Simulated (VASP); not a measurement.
# Sn (Im-3m) in VASP: notebook

Sn is run at these levels: PBEsol; tasks: single point, relaxation of cell and atoms.

All numbers are computed with VASP 6.6.1; they aren't measurements. Logs are shortened: lines on timing, memory, paths and dates and some standing lists are left out, and cuts for length are marked.

## 1. The cell of the first run

It takes space group Im-3m (No. 229, cubic). Conventional cell: a = 3.457 Å, b = 3.457 Å, c = 3.457 Å, α = 90.00°, β = 90.00°, γ = 90.00°. Within 3.9 Å of Sn (site symmetry m-3m) lie 14 Sn at 2.99 to 3.46 Å.

## 2. Single point, PBEsol

Contents of INCAR:

```
SYSTEM = Sn
PREC     = Accurate       ! precision mode
ENCUT    = 520            ! plane-wave cutoff, eV
EDIFF    = 1E-7           ! SCF threshold, eV
ISMEAR   = -1             ! smearing method
SIGMA    = 0.05           ! smearing width, eV
LREAL    = .False.        ! projectors in reciprocal space
LASPH    = .True.         ! aspherical terms in the spheres
NELM     = 80             ! most SCF steps
ALGO     = Normal         ! electronic algorithm
ISIF     = 2              ! what is computed and relaxed
LWAVE    = .False.        ! write WAVECAR
LCHARG   = .True.         ! write CHGCAR
GGA      = PS             ! functional
LELF     = .True.         ! ELF
LVHAR    = .True.       
NBANDS   = 13             ! bands
```

Contents of KPOINTS:

```
Automatic mesh
0
Gamma
  15 15 15
  0 0 0
```

Contents of POSCAR:

```
Sn
1.0
   -1.7283715539      1.7283715539      1.7283715539
    1.7283715539     -1.7283715539      1.7283715539
    1.7283715539      1.7283715539     -1.7283715539
Sn
1
Direct
    0.0000000000      0.0000000000      0.0000000000
```

Potentials or basis: VASP PAW PBE potentials, release 64 (Sn_d).

Launch:

```
$ cat potpaw_PBE.64/Sn_d/POTCAR > POTCAR
$ mpirun -np 1 vasp_std > vasp.out
```

OUTCAR:

```text
SYSTEM = Sn
   PREC = Accurate
   ENCUT = 520
   EDIFF = 1E-7
   ISMEAR = -1
   LREAL = .False.
   LASPH = .True.
   NELM = 80
   ISIF = 2
   GGA = PS

 ion  position               nearest neighbor table
   1  0.000  0.000  0.000-

  LATTYP: Found a body centered cubic cell.
 ALAT       =     3.4567431078

  Lattice vectors:

 A1 = (  -1.7283715539,   1.7283715539,   1.7283715539)
 A2 = (   1.7283715539,  -1.7283715539,   1.7283715539)
 A3 = (   1.7283715539,   1.7283715539,  -1.7283715539)

Analysis of symmetry for initial positions (statically):
=====================================================================
 Subroutine PRICEL returns:
 Original cell was already a primitive cell.

 Routine SETGRP: Setting up the symmetry group for a
 body centered cubic supercell.

 Subroutine GETGRP returns: Found 48 space group operations
 (whereof 48 operations were pure point group operations)
 out of a pool of 48 trial point group operations.

The static configuration has the point symmetry O_h .

Analysis of symmetry for dynamics (positions and initial velocities):
=====================================================================
 Subroutine PRICEL returns:
 Original cell was already a primitive cell.

 Routine SETGRP: Setting up the symmetry group for a
 body centered cubic supercell.

 Subroutine GETGRP returns: Found 48 space group operations
 (whereof 48 operations were pure point group operations)
 out of a pool of 48 trial point group operations.

The dynamic configuration has the point symmetry O_h .

 Subroutine INISYM returns: Found 48 space group operations
 (whereof 48 operations are pure point group operations),
 and found     1 'primitive' translations

----------------------------------------------------------------------------------------

                                     Primitive cell

  volume of cell :      20.6524

  direct lattice vectors                    reciprocal lattice vectors
    -1.728371554  1.728371554  1.728371554     0.000000000  0.289289649  0.289289649
     1.728371554 -1.728371554  1.728371554     0.289289649  0.000000000  0.289289649
     1.728371554  1.728371554 -1.728371554     0.289289649  0.289289649  0.000000000

  length of vectors
     2.993627346  2.993627346  2.993627346     0.409117345  0.409117345  0.409117345

  position of ions in fractional coordinates (direct lattice)
     0.000000000  0.000000000  0.000000000
[... 81 lines left out ...]
   NFREE  =      0    steps in history (QN), initial steepest desc. (CG)
   ISIF   =      2    stress and relaxation
   ISYM   =      2    0-nonsym 1-usesym 2-fastsym
   POTIM  = 0.5000    time-step for ionic-motion
   TEBEG  =    0.0;   TEEND  =   0.0 temperature during run
   PSTRESS=    0.0 pullay stress
   NELECT =      14.0000    total number of electrons
   NUPDOWN=      -1.0000    fix difference up-down
   EMIN   =  10.00;   EMAX   =-10.00  energy-range for DOS
   EFERMI =   0.00;   METHOD = LEGACY
   ISMEAR =    -1;   SIGMA  =   0.05  broadening in eV -4-tet -1-fermi 0-gaus
   EFERMI_NEDOS =   21; number of points for ismear=-14 and -15
   IALGO  =     38    algorithm
   IMIX   =      4    mixing-type and parameters
     AMIX     =   0.40;   BMIX     =  1.00
     AMIX_MAG =   1.60;   BMIX_MAG =  1.00
  volume/ion in A,a.u.               =      20.65       139.37
  Fermi-wavevector in a.u.,A,eV,Ry     =   1.438115  2.717644 28.139241  2.068176
  Thomas-Fermi vector in A             =   2.557118
   LORBIT       =      0    0 simple, 1 ext, 2 COOP (PROOUT), +10 PAW based schemes
   GGA     = PS    functional components
   LHFCALC =     F    Hartree Fock is set to
   AEXX    =    0.0000 exact exchange contribution
   IVDW    =     0    specifies the selected vdW correction
   LEPSILON=     F    determine dielectric tensor
   LRPA    =     F    only Hartree local field effects (RPA)
 non-spin polarized calculation
  energy-cutoff  :      520.00
  volume of cell :       20.65
 maximum number of plane-waves:       571
   NGX = 11   NGY = 11   NGZ = 11

 number of electron      14.0000006 magnetization

 Free energy of the ion-electron system (eV)
  ---------------------------------------------------
  ext. energy  EPLUGINS =         0.00000000
  ---------------------------------------------------
  free energy    TOTEN  =        -3.92261644 eV

  energy without entropy =       -3.91953313  energy(sigma->0) =       -3.92107478

 E-fermi :  11.6585     XC(G=0): -11.8634

 val. band max:       11.5443286050   @ k =   0.2667   0.2000   0.0667
 cond. band min:      11.6777514630   @ k =  -0.3333   0.4667   0.1333
 fundamental gap:      0.1334228579
 Fermi energy:        11.6584895305

 k-point     1 :       0.0000    0.0000    0.0000
  band No.  band energies     occupation
      1     -10.0229      2.00000
      2     -10.0229      2.00000
      3     -10.0229      2.00000
      4      -9.7130      2.00000
      5      -9.7130      2.00000
      6      -1.6834      2.00000
      7      22.5954      0.00000
      8      22.5954      0.00000
      9      22.5954      0.00000
     10      24.2984      0.00000
     11      24.2984      0.00000
     12      24.2984      0.00000
     13      26.8073      0.00000
[... 354 lines left out ...]
  band No.  band energies     occupation
      1     -10.0890      2.00000
      2      -9.9471      2.00000
      3      -9.7618      2.00000
      4      -9.7288      2.00000
      5      -9.6012      2.00000
      6       5.6193      2.00000
      7       6.6575      2.00000
      8      11.7373      0.34286
      9      16.8078      0.00000
     10      23.0970      0.00000
     11      27.0536      0.00000
     12      27.3935      0.00000
     13      27.8176      0.00000

 [... further k-points ...]

------------------------ aborting loop because EDIFF is reached ----------------------------------------

  FORCE on cell =-STRESS in cart. coord.  units (eV):
  Direction    XX          YY          ZZ          XY          YZ          ZX
  --------------------------------------------------------------------------------------
  -------------------------------------------------------------------------------------
  Total        2.9609954      2.9609954      2.9609954      0.0000000      0.0000000      0.0000000
  in kB      229.7084602    229.7084602    229.7084602      0.0000000      0.0000000      0.0000000
  external PRESSURE =     229.7084602 kB  Pullay stress =       0.0000000 kB

 VOLUME and BASIS-vectors are now :
 -----------------------------------------------------------------------------
  energy-cutoff  :      520.00
  volume of cell :       20.65
      direct lattice vectors                 reciprocal lattice vectors
    -1.728371554  1.728371554  1.728371554     0.000000000  0.289289649  0.289289649
     1.728371554 -1.728371554  1.728371554     0.289289649  0.000000000  0.289289649
     1.728371554  1.728371554 -1.728371554     0.289289649  0.289289649  0.000000000

 POSITION                                       TOTAL-FORCE (eV/Angst)
 -----------------------------------------------------------------------------------
      0.00000      0.00000      0.00000        -0.000000      0.000000     -0.000000
 -----------------------------------------------------------------------------------
    total drift:                                0.000000      0.000000      0.000000

  FREE ENERGIE OF THE ION-ELECTRON SYSTEM (eV)
  ---------------------------------------------------
  free  energy   TOTEN  =        -3.9226164373 eV

  energy  without entropy=       -3.9195331266  energy(sigma->0) =       -3.92107478
```

OSZICAR:

```text
N       E                     dE             d eps       ncg     rms          rms(c)
DAV:   1     0.783595922736E+02    0.78360E+02   -0.69687E+03  3256   0.177E+03
DAV:   2     0.971491144797E+00   -0.77388E+02   -0.74516E+02  3270   0.342E+02
DAV:   3    -0.387713555203E+01   -0.48486E+01   -0.48301E+01  3783   0.696E+01
DAV:   4    -0.396250433486E+01   -0.85369E-01   -0.85350E-01  3638   0.961E+00
DAV:   5    -0.396488439234E+01   -0.23801E-02   -0.23800E-02  3884   0.160E+00    0.230E+00
DAV:   6    -0.393502848282E+01    0.29856E-01   -0.21367E-02  3943   0.304E+00    0.124E+00
DAV:   7    -0.392329438384E+01    0.11734E-01   -0.13069E-02  4183   0.223E+00    0.160E-01
DAV:   8    -0.392261641016E+01    0.67797E-03   -0.95656E-04  3850   0.578E-01    0.241E-02
DAV:   9    -0.392261638998E+01    0.20182E-07   -0.20401E-05  4334   0.636E-02    0.122E-02
DAV:  10    -0.392261634320E+01    0.46776E-07   -0.11288E-06  3926   0.156E-02    0.177E-03
DAV:  11    -0.392261647377E+01   -0.13057E-06   -0.16869E-08  2595   0.154E-03    0.113E-04
DAV:  12    -0.392261643733E+01    0.36441E-07   -0.78142E-09  2075   0.150E-03
   1 F= -.39226164E+01 E0= -.39210748E+01  d E =-.308331E-02
```

stdout:

```text
POSCAR found type information on POSCAR Sn
 POSCAR found :  1 types and       1 ions
 scaLAPACK will be used
 -----------------------------------------------------------------------------
|                                                                             |
|                                                                             |
|     You enforced a specific xc type in the INCAR file but a different       |
|     I HOPE YOU KNOW WHAT YOU ARE DOING!                                     |
|                                                                             |
 -----------------------------------------------------------------------------

 LDA part: xc-table for (Slater+PW92), standard interpolation
 POSCAR, INCAR and KPOINTS ok, starting setup
 FFT: planning ... GRIDC
 FFT: planning ... GRID_SOFT
 FFT: planning ... GRID
 WAVECAR not read
 entering main loop
```

It took 15 s on 1 thread of AMD EPYC 9R45 (Zen 5), shared host; peak memory 0.12 GiB.

What came out:

```
Free energy            : -3.9226 eV
Pressure               : 23.0 GPa
Band gap on the k mesh : zero (band 7 reaches 22.60 eV, above the bottom of band 8 at 8.27 eV)
```

Caveat: the PAW data sets were made with another functional, which shifts forces and pressure a little; spin-orbit coupling is left out, which moves the levels of the heavy elements.

## 3. Relaxation of cell and atoms, PBEsol, target pressure 23 GPa, at which the enthalpy is minimised

Contents of INCAR:

```
SYSTEM = Sn
ALGO = Normal
EDIFF = 1E-6
EDIFFG = -0.005
ENCUT = 600
GGA = PS
IBRION = 2
ISIF = 3
ISMEAR = -1
LASPH = .True.
LCHARG = .False.
LREAL = .False.
LWAVE = .False.
NELM = 80
NSW = 60
PREC = Accurate
PSTRESS = 230.0
SIGMA = 0.05
```

Contents of KPOINTS:

```
k-points
0
Gamma
  15 15 15
  0 0 0
```

Contents of POSCAR:

```
Sn
1.0
   -1.7292880193      1.7292880193      1.7292880193
    1.7292880193     -1.7292880193      1.7292880193
    1.7292880193      1.7292880193     -1.7292880193
Sn
1
Direct
    0.0000000000      0.0000000000      0.0000000000
```

Potentials or basis: VASP PAW PBE potentials, release 64 (Sn_d).

Launch:

```
$ cat potpaw_PBE.64/Sn_d/POTCAR > POTCAR
$ mpirun -np 1 vasp_std > vasp.out
```

OUTCAR:

```text
SYSTEM = Sn
   EDIFF = 1E-6
   EDIFFG = -0.005
   ENCUT = 600
   GGA = PS
   IBRION = 2
   ISIF = 3
   ISMEAR = -1
   LASPH = .True.
   LREAL = .False.
   NELM = 80
   NSW = 60
   PREC = Accurate
   PSTRESS = 230.0

 ion  position               nearest neighbor table
   1  0.000  0.000  0.000-

  LATTYP: Found a body centered cubic cell.
 ALAT       =     3.4585760386

  Lattice vectors:

 A1 = (  -1.7292880193,   1.7292880193,   1.7292880193)
 A2 = (   1.7292880193,  -1.7292880193,   1.7292880193)
 A3 = (   1.7292880193,   1.7292880193,  -1.7292880193)

Analysis of symmetry for initial positions (statically):
=====================================================================
 Subroutine PRICEL returns:
 Original cell was already a primitive cell.

 Routine SETGRP: Setting up the symmetry group for a
 body centered cubic supercell.

 Subroutine GETGRP returns: Found 48 space group operations
 (whereof 48 operations were pure point group operations)
 out of a pool of 48 trial point group operations.

The static configuration has the point symmetry O_h .

Analysis of symmetry for dynamics (positions and initial velocities):
=====================================================================
 Subroutine PRICEL returns:
 Original cell was already a primitive cell.

 Routine SETGRP: Setting up the symmetry group for a
 body centered cubic supercell.

 Subroutine GETGRP returns: Found 48 space group operations
 (whereof 48 operations were pure point group operations)
 out of a pool of 48 trial point group operations.

The dynamic configuration has the point symmetry O_h .

 Subroutine INISYM returns: Found 48 space group operations
 (whereof 48 operations are pure point group operations),
 and found     1 'primitive' translations

----------------------------------------------------------------------------------------

                                     Primitive cell

  volume of cell :      20.6853
[... 124 lines left out ...]

--------------------------------------- Ionic step        1  -------------------------------------------

 number of electron      14.0000006 magnetization

 Free energy of the ion-electron system (eV)
  ---------------------------------------------------
  ext. energy  EPLUGINS =         0.00000000
  ---------------------------------------------------
  free energy    TOTEN  =        -3.92763398 eV

  energy without entropy =       -3.92454429  energy(sigma->0) =       -3.92608913

------------------------ aborting loop because EDIFF is reached ----------------------------------------

  FORCE on cell =-STRESS in cart. coord.  units (eV):
  Direction    XX          YY          ZZ          XY          YZ          ZX
  --------------------------------------------------------------------------------------
  -------------------------------------------------------------------------------------
  Total        2.9425013      2.9425013      2.9425013      0.0000000      0.0000000     -0.0000000
  in kB      227.9109841    227.9109841    227.9109841      0.0000000      0.0000000     -0.0000000
  external PRESSURE =      -2.0890159 kB  Pullay stress =     230.0000000 kB
[... 98 lines left out ...]
--------------------------------------- Ionic step        4  -------------------------------------------

 number of electron      14.0000006 magnetization

 Free energy of the ion-electron system (eV)
  ---------------------------------------------------
  ext. energy  EPLUGINS =         0.00000000
  ---------------------------------------------------
  free energy    TOTEN  =        -3.92405035 eV

  energy without entropy =       -3.92096554  energy(sigma->0) =       -3.92250795

 E-fermi :  11.6526     XC(G=0): -11.8614

 val. band max:       11.5386180215   @ k =   0.2667   0.2000   0.0667
 cond. band min:      11.6719515182   @ k =  -0.3333   0.4667   0.1333
 fundamental gap:      0.1333334967
 Fermi energy:        11.6525913973

 k-point     1 :       0.0000    0.0000    0.0000
  band No.  band energies     occupation
      1     -10.0285      2.00000
      2     -10.0285      2.00000
      3     -10.0285      2.00000
      4      -9.7189      2.00000
      5      -9.7189      2.00000
      6      -1.6858      2.00000
      7      22.5848      0.00000
      8      22.5848      0.00000
      9      22.5848      0.00000
     10      24.2921      0.00000
     11      24.2921      0.00000
[... 309 lines left out ...]
 k-point    24 :       0.4000    0.2000    0.0000
  band No.  band energies     occupation
      1     -10.0946      2.00000
      2      -9.9528      2.00000
      3      -9.7678      2.00000
      4      -9.7348      2.00000
      5      -9.6073      2.00000
      6       5.6136      2.00000
      7       6.6536      2.00000
      8      11.7313      0.34301
      9      16.8007      0.00000
     10      23.0886      0.00000
     11      27.0456      0.00000

 [... further k-points ...]

------------------------ aborting loop because EDIFF is reached ----------------------------------------

  FORCE on cell =-STRESS in cart. coord.  units (eV):
  Direction    XX          YY          ZZ          XY          YZ          ZX
  --------------------------------------------------------------------------------------
  -------------------------------------------------------------------------------------
  Total        2.9614007      2.9614007      2.9614007      0.0000000      0.0000000     -0.0000000
  in kB      229.6535248    229.6535248    229.6535248      0.0000000      0.0000000     -0.0000000
  external PRESSURE =      -0.3464752 kB  Pullay stress =     230.0000000 kB
[... 20 lines left out ...]
  energy  without entropy=       -3.9209655426  energy(sigma->0) =       -3.92250795

  enthalpy is  TOTEN    =        -0.9581818578 eV   P V=        2.9658684958

 reached required accuracy - stopping structural energy minimisation
```

OSZICAR:

```text
N       E                     dE             d eps       ncg     rms          rms(c)
DAV:   1     0.756486882798E+02    0.75649E+02   -0.81320E+03  2707   0.228E+03
DAV:   2     0.115393257392E+00   -0.75533E+02   -0.73502E+02  2700   0.361E+02
DAV:   3    -0.388842328489E+01   -0.40038E+01   -0.39636E+01  2991   0.743E+01
DAV:   4    -0.396715358390E+01   -0.78730E-01   -0.78701E-01  3062   0.108E+01
[... 22 lines left out ...]
       N       E                     dE             d eps       ncg     rms          rms(c)
DAV:   1    -0.392407020803E+01   -0.11005E-02   -0.37828E-04  3174   0.458E-01    0.245E-02
DAV:   2    -0.392405454859E+01    0.15659E-04   -0.22757E-05  3015   0.118E-01    0.107E-02
DAV:   3    -0.392405081405E+01    0.37345E-05   -0.93168E-06  3221   0.701E-02    0.130E-03
DAV:   4    -0.392405035367E+01    0.46038E-06   -0.23485E-07  1665   0.824E-03
   4 F= -.95818186E+00 E0= -.95663945E+00  d E =-.199369E-04
```

Run time: 28 s. Hardware: 1 thread of AMD EPYC 9R45 (Zen 5), shared host; peak memory 0.14 GiB.

What came out:

| Quantity | Value |
| --- | --- |
| Free energy | -3.9241 eV |
| Relaxed volume | 20.66 Å³/atom |
| Relaxed cell | a = 2.994 Å, b = 2.994 Å, c = 2.994 Å, α = 109.47°, β = 109.47°, γ = 109.47° |
| Space group after relaxing (to 0.05 Å) | Im-3m (No. 229) |
| Energy change on relaxing (the enthalpy is what falls) | +3.6 meV/atom |
| Ionic steps | 4 |
| Pressure after relaxing | 23.0 GPa |
| Band gap on the k mesh | zero (band 7 reaches 22.58 eV, above the bottom of band 8 at 8.26 eV) |

The path:
```tsv
step	energy change (eV)	largest force (eV/Å)	pressure (GPa)	volume (Å³)
1	0.0000	0.0000	22.79	20.69
2	0.0116	0.0000	23.47	20.60
3	0.0047	0.0000	23.06	20.65
4	0.0036	0.0000	22.97	20.66
```

Final structure:
```yaml
crystal:
  lattice:
    - [-1.72859, 1.72859, 1.72859]
    - [1.72859, -1.72859, 1.72859]
    - [1.72859, 1.72859, -1.72859]
  atoms:
    - { symbol: Sn, position: [0.00000, 0.00000, 0.00000] }
```

Levels at points of the mesh, in eV from the Fermi level:
```
           k point  band 4  band 5  band 6  band 7  band 8  band 9  band 10  band 11
(0.00, 0.00, 0.00)  -21.37  -21.37  -13.34   10.93   10.93   10.93    12.64    12.64
```

Caveat: the cell is relaxed towards a set pressure, so the enthalpy falls and the energy may rise; the PAW data sets were made with another functional, which shifts forces and pressure a little; spin-orbit coupling is left out, which moves the levels of the heavy elements.

[end of part 1 of 2]
